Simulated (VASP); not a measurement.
# RbCl (Fm-3m) in VASP: notebook

RbCl is run at these levels: PBE; tasks: single point, relaxation of cell and atoms.

All numbers are computed with VASP 6.6.1; they aren't measurements. Logs are shortened: lines on timing, memory, paths and dates and some standing lists are left out, and cuts for length are marked.

**1. The cell of the first run**

Symmetry: Fm-3m, No. 225, cubic system. The conventional cell has a = 6.696 Å, b = 6.696 Å, c = 6.696 Å, α = 90.00°, β = 90.00°, γ = 90.00°. Rb (site symmetry m-3m) has 6 Cl at 3.35 Å within 4.4 Å. Within 4.4 Å of Cl (site symmetry m-3m) lie 6 Rb at 3.35 Å.

**2. Single point, PBE**

Contents of INCAR:

```
SYSTEM = RbCl
ALGO = Normal
EDIFF = 1E-6
ENCUT = 500
GGA = PE
GGA_COMPAT = .FALSE.
ISIF = 2
ISMEAR = 0
LASPH = .TRUE.
LCHARG = .TRUE.
LELF = .TRUE.
LREAL = .FALSE.
LVHAR = .TRUE.
LWAVE = .FALSE.
NBANDS = 15
NELM = 120
PREC = Accurate
SIGMA = 0.02
```

Contents of KPOINTS:

```
k-points
0
G
  6 6 6
  0 0 0
```

Contents of POSCAR:

```
RbCl
1.0
    0.0000000000      3.3480007773      3.3480007773
    3.3480007773      0.0000000000      3.3480007773
    3.3480007773      3.3480007773      0.0000000000
Rb Cl
1 1
Direct
    0.0000000000      0.0000000000      0.0000000000
    0.5000000000      0.5000000000      0.5000000000
```

Potentials or basis: VASP PAW PBE potentials, release 64 (Rb_sv, Cl).

Run with:

```sh
$ cat potpaw_PBE.64/Rb_sv/POTCAR potpaw_PBE.64/Cl/POTCAR > POTCAR
$ mpirun -np 1 vasp_std > vasp.out
```

OUTCAR:

```text
SYSTEM = RbCl
   EDIFF = 1E-6
   ENCUT = 500
   GGA = PE
   ISIF = 2
   ISMEAR = 0
   LASPH = .TRUE.
   LREAL = .FALSE.
   NELM = 120
   PREC = Accurate

 ion  position               nearest neighbor table
   1  0.000  0.000  0.000-   2 3.35   2 3.35   2 3.35   2 3.35   2 3.35   2 3.35
   2  0.500  0.500  0.500-   1 3.35   1 3.35   1 3.35   1 3.35   1 3.35   1 3.35

  LATTYP: Found a face centered cubic cell.
 ALAT       =     6.6960015546

  Lattice vectors:

 A1 = (   0.0000000000,   3.3480007773,   3.3480007773)
 A2 = (   3.3480007773,   0.0000000000,   3.3480007773)
 A3 = (   3.3480007773,   3.3480007773,   0.0000000000)

Analysis of symmetry for initial positions (statically):
=====================================================================
 Subroutine PRICEL returns:
 Original cell was already a primitive cell.

 Routine SETGRP: Setting up the symmetry group for a
 face centered cubic supercell.

 Subroutine GETGRP returns: Found 48 space group operations
 (whereof 48 operations were pure point group operations)
 out of a pool of 48 trial point group operations.

The static configuration has the point symmetry O_h .

Analysis of symmetry for dynamics (positions and initial velocities):
=====================================================================
 Subroutine PRICEL returns:
 Original cell was already a primitive cell.

 Routine SETGRP: Setting up the symmetry group for a
 face centered cubic supercell.

 Subroutine GETGRP returns: Found 48 space group operations
 (whereof 48 operations were pure point group operations)
 out of a pool of 48 trial point group operations.

The dynamic configuration has the point symmetry O_h .

 Subroutine INISYM returns: Found 48 space group operations
 (whereof 48 operations are pure point group operations),
 and found     1 'primitive' translations

----------------------------------------------------------------------------------------

                                     Primitive cell

  volume of cell :      75.0562

  direct lattice vectors                    reciprocal lattice vectors
     0.000000000  3.348000777  3.348000777    -0.149342857  0.149342857  0.149342857
     3.348000777  0.000000000  3.348000777     0.149342857 -0.149342857  0.149342857
     3.348000777  3.348000777  0.000000000     0.149342857  0.149342857 -0.149342857

  length of vectors
     4.734788106  4.734788106  4.734788106     0.258669415  0.258669415  0.258669415

  position of ions in fractional coordinates (direct lattice)
     0.000000000  0.000000000  0.000000000
     0.500000000  0.500000000  0.500000000

  ion indices of the primitive-cell ions
   primitive index   ion index
                 1           1
                 2           2

----------------------------------------------------------------------------------------

 KPOINTS: k-points

Automatic generation of k-mesh.
 Grid dimensions read from file:
 generate k-points for:    6    6    6

 Generating k-lattice:

  Cartesian coordinates                     Fractional coordinates (reciprocal lattice)
    -0.024890476  0.024890476  0.024890476     0.166666667  0.000000000  0.000000000
     0.024890476 -0.024890476  0.024890476     0.000000000  0.166666667  0.000000000
     0.024890476  0.024890476 -0.024890476     0.000000000  0.000000000  0.166666667

  Length of vectors
     0.043111569  0.043111569  0.043111569

  Shift w.r.t. Gamma in fractional coordinates (k-lattice)
     0.000000000  0.000000000  0.000000000

 Subroutine IBZKPT returns following result:
 ===========================================

 Found     16 irreducible k-points:

 Following reciprocal coordinates:
            Coordinates               Weight
  0.000000  0.000000  0.000000      1.000000
  0.166667  0.000000  0.000000      8.000000
  0.333333  0.000000  0.000000      8.000000
  0.500000  0.000000  0.000000      4.000000
  0.166667  0.166667  0.000000      6.000000
  0.333333  0.166667  0.000000     24.000000
[... 8 lines left out ...]
 -0.333333  0.333333  0.166667     24.000000
 -0.333333  0.500000  0.166667     12.000000
   k-points           NKPTS =     16   k-points in BZ     NKDIM =     16   number of bands    NBANDS=     15
   number of dos      NEDOS =    301   number of ions     NIONS =      2
   total plane-waves  NPLWV =  46656
   dimension x,y,z NGX =    36 NGY =   36 NGZ =   36
   dimension x,y,z NGXF=    72 NGYF=   72 NGZF=   72
   ions per type =               1   1
   NGX,Y,Z   is equivalent  to a cutoff of  12.64, 12.64, 12.64 a.u.
   NGXF,Y,Z  is equivalent  to a cutoff of  25.28, 25.28, 25.28 a.u.
 SYSTEM =  RbCl
   PREC   = accura    normal or accurate (medium, high low for compatibility)
   ISTART =      0    job   : 0-new  1-cont  2-samecut
   ICHARG =      2    charge: 1-file 2-atom 10-const
   ISPIN  =      1    spin polarized calculation?
   LNONCOLLINEAR =      F non collinear calculations
   LSORBIT =      F    spin-orbit coupling
   LASPH  =      T    aspherical Exc in radial PAW
   ENCUT  =  500.0 eV  36.75 Ry    6.06 a.u.   8.63  8.63  8.63*2*pi/ulx,y,z
   NELM   =    120;   NELMIN=  2; NELMDL= -5     # of ELM steps
   EDIFF  = 0.1E-05   stopping-criterion for ELM
   LREAL  =      F    real-space projection
   EDIFFG = 0.1E-04   stopping-criterion for IOM
   NSW    =      0    number of steps for IOM
   IBRION =     -1    ionic relax: 0-MD 1-quasi-New 2-CG
   NFREE  =      0    steps in history (QN), initial steepest desc. (CG)
   ISIF   =      2    stress and relaxation
   ISYM   =      2    0-nonsym 1-usesym 2-fastsym
   POTIM  = 0.5000    time-step for ionic-motion
   TEBEG  =    0.0;   TEEND  =   0.0 temperature during run
   PSTRESS=    0.0 pullay stress
   NELECT =      16.0000    total number of electrons
   NUPDOWN=      -1.0000    fix difference up-down
   EMIN   =  10.00;   EMAX   =-10.00  energy-range for DOS
   EFERMI =   0.00;   METHOD = LEGACY
   ISMEAR =     0;   SIGMA  =   0.02  broadening in eV -4-tet -1-fermi 0-gaus
   EFERMI_NEDOS =   21; number of points for ismear=-14 and -15
   IALGO  =     38    algorithm
   IMIX   =      4    mixing-type and parameters
     AMIX     =   0.40;   BMIX     =  1.00
     AMIX_MAG =   1.60;   BMIX_MAG =  1.00
  volume/ion in A,a.u.               =      37.53       253.25
  Fermi-wavevector in a.u.,A,eV,Ry     =   0.977956  1.848069 13.012582  0.956398
  Thomas-Fermi vector in A             =   2.108694
   LORBIT       =      0    0 simple, 1 ext, 2 COOP (PROOUT), +10 PAW based schemes
   GGA     = PE    functional components
   LHFCALC =     F    Hartree Fock is set to
   AEXX    =    0.0000 exact exchange contribution
   IVDW    =     0    specifies the selected vdW correction
   LEPSILON=     F    determine dielectric tensor
   LRPA    =     F    only Hartree local field effects (RPA)
 non-spin polarized calculation
 Gauss-broadening in eV      SIGMA  =   0.02
  energy-cutoff  :      500.00
  volume of cell :       75.06
 maximum number of plane-waves:      1932
 NGX is ok and might be reduce to    36
   NGX = 17   NGY = 17   NGZ = 17

 number of electron      16.0000000 magnetization

 Free energy of the ion-electron system (eV)
  ---------------------------------------------------
  ext. energy  EPLUGINS =         0.00000000
  ---------------------------------------------------
  free energy    TOTEN  =        -6.67583151 eV

  energy without entropy =       -6.67583151  energy(sigma->0) =       -6.67583151

 E-fermi :  -1.9767     XC(G=0):  -7.1456

 val. band max:       -2.0639430314   @ k =   0.0000   0.0000   0.0000
 cond. band min:       2.7719737828   @ k =   0.0000   0.0000   0.0000
 fundamental gap:      4.8359168142
 Fermi energy:        -1.9766701822

 k-point     1 :       0.0000    0.0000    0.0000
  band No.  band energies     occupation
      1     -26.1129      2.00000
      2     -14.0178      2.00000
      3     -10.1618      2.00000
      4     -10.1618      2.00000
      5     -10.1618      2.00000
      6      -2.0639      2.00000
      7      -2.0639      2.00000
      8      -2.0639      2.00000
      9       2.7720      0.00000
     10       5.8901      0.00000
     11       5.8901      0.00000
     12       5.8901      0.00000
     13       6.8406      0.00000
     14       6.8406      0.00000
     15       9.8759      0.00000

 k-point     2 :       0.1667    0.0000    0.0000
  band No.  band energies     occupation
      1     -26.1099      2.00000
      2     -14.0298      2.00000
      3     -10.1647      2.00000
      4     -10.1647      2.00000
      5     -10.1578      2.00000
      6      -2.2972      2.00000
      7      -2.1418      2.00000
      8      -2.1418      2.00000
      9       3.3604      0.00000
     10       5.7123      0.00000
     11       6.2168      0.00000
     12       6.2168      0.00000
     13       7.2132      0.00000
     14       7.2132      0.00000
     15      10.8839      0.00000

 k-point     3 :       0.3333    0.0000    0.0000
  band No.  band energies     occupation
      1     -26.1039      2.00000
      2     -14.0535      2.00000
      3     -10.1704      2.00000
      4     -10.1704      2.00000
      5     -10.1502      2.00000
      6      -2.6845      2.00000
      7      -2.2897      2.00000
      8      -2.2897      2.00000
      9       4.6558      0.00000
     10       5.6583      0.00000
     11       7.1124      0.00000
     12       7.1124      0.00000
     13       8.1634      0.00000
     14       8.1634      0.00000
     15      10.4314      0.00000
[... 199 lines left out ...]
 k-point    15 :      -0.3333    0.3333    0.1667
  band No.  band energies     occupation
      1     -26.0981      2.00000
      2     -14.0172      2.00000
      3     -10.2757      2.00000
      4     -10.2706      2.00000
      5     -10.1571      2.00000
      6      -2.5616      2.00000
      7      -2.3162      2.00000
      8      -2.3143      2.00000
      9       5.5358      0.00000
     10       5.5950      0.00000
     11       7.2492      0.00000
     12       7.3049      0.00000
     13       8.7140      0.00000
     14       9.2652      0.00000
     15       9.6996      0.00000

 k-point    16 :      -0.3333    0.5000    0.1667
  band No.  band energies     occupation
      1     -26.0973      2.00000
      2     -13.9941      2.00000
      3     -10.3406      2.00000
      4     -10.2767      2.00000
      5     -10.1777      2.00000
      6      -2.3896      2.00000
      7      -2.3495      2.00000
      8      -2.2423      2.00000
      9       4.8206      0.00000
     10       6.3404      0.00000
     11       6.4894      0.00000
     12       7.5449      0.00000
     13       8.5866      0.00000
     14       9.4437      0.00000
     15       9.8871      0.00000

------------------------ aborting loop because EDIFF is reached ----------------------------------------

  FORCE on cell =-STRESS in cart. coord.  units (eV):
  Direction    XX          YY          ZZ          XY          YZ          ZX
  --------------------------------------------------------------------------------------
  -------------------------------------------------------------------------------------
  Total        0.0041578      0.0041578      0.0041578     -0.0000000      0.0000000      0.0000000
  in kB        0.0887543      0.0887543      0.0887543     -0.0000000      0.0000000      0.0000000
  external PRESSURE =       0.0887543 kB  Pullay stress =       0.0000000 kB

 VOLUME and BASIS-vectors are now :
 -----------------------------------------------------------------------------
  energy-cutoff  :      500.00
  volume of cell :       75.06
      direct lattice vectors                 reciprocal lattice vectors
     0.000000000  3.348000777  3.348000777    -0.149342857  0.149342857  0.149342857
     3.348000777  0.000000000  3.348000777     0.149342857 -0.149342857  0.149342857
     3.348000777  3.348000777  0.000000000     0.149342857  0.149342857 -0.149342857

 POSITION                                       TOTAL-FORCE (eV/Angst)
 -----------------------------------------------------------------------------------
      0.00000      0.00000      0.00000         0.000000      0.000000      0.000000
      3.34800      3.34800      3.34800        -0.000000     -0.000000     -0.000000
 -----------------------------------------------------------------------------------
    total drift:                                0.000000      0.000000      0.000000

  FREE ENERGIE OF THE ION-ELECTRON SYSTEM (eV)
  ---------------------------------------------------
  free  energy   TOTEN  =        -6.6758315108 eV

  energy  without entropy=       -6.6758315108  energy(sigma->0) =       -6.67583151
```

It took 43 s on 1 thread of AMD EPYC 7R13, shared host; peak memory 0.17 GiB.

What came out:

| Quantity | Value |
| --- | --- |
| Free energy | -6.6758 eV |
| Pressure | 0.0 GPa |
| Band gap on the k mesh | 4.84 eV, direct |

PBE gaps usually lie below the measured ones, often by a third to a half.

(Part 1 of 2 ends here.)
